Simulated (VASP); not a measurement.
Runs of VASP 6.6.1 on AlNi3. The structure is that of space group R-3m (No. 166), or close to it. The cells are those of the table. 

| cell | further INCAR settings | gap on the mesh (eV) | pressure (GPa) | largest force (eV/Å) |
| --- | --- | --- | --- | --- |
| a = 4.022 Å, angles 57.3°, 4 atoms | ALGO = Fast; EDIFF = 1e-06; NBANDS = 24 | none | 12.0 | 0.09 |
| a = 3.734 Å, angles 68.1°, 4 atoms | ALGO = Fast; EDIFF = 1e-06; NBANDS = 24 | none | 20.8 | 0.42 |
| a = 4.214 Å, angles 52.2°, 4 atoms | ALGO = Fast; EDIFF = 1e-07; NBANDS = 24 | none | 17.5 | 0.18 |
| a = 4.113 Å, angles 54.7°, 4 atoms | ALGO = Fast; EDIFF = 1e-06; NBANDS = 24 | none | (a) | 0.15 |
| a = 3.794 Å, angles 65.4°, 4 atoms | ALGO = Fast; EDIFF = 1e-06; NBANDS = 24 | none | (b) | 0.26 |

Alike in all rows: task single point; level PBE; potentials or basis VASP PAW PBE potentials, release 64 (Al, Ni); no spin polarisation; k mesh 14 × 14 × 14; cutoff (eV) 520; smearing gaussian 0.15 eV.

Problem. Estimate the missing entries.

Solution. (a) 14.3; (b) 15.2.

Caveats: the cell stands under pressure.

A gap of «none» marks levels without a gap at the run's occupations.
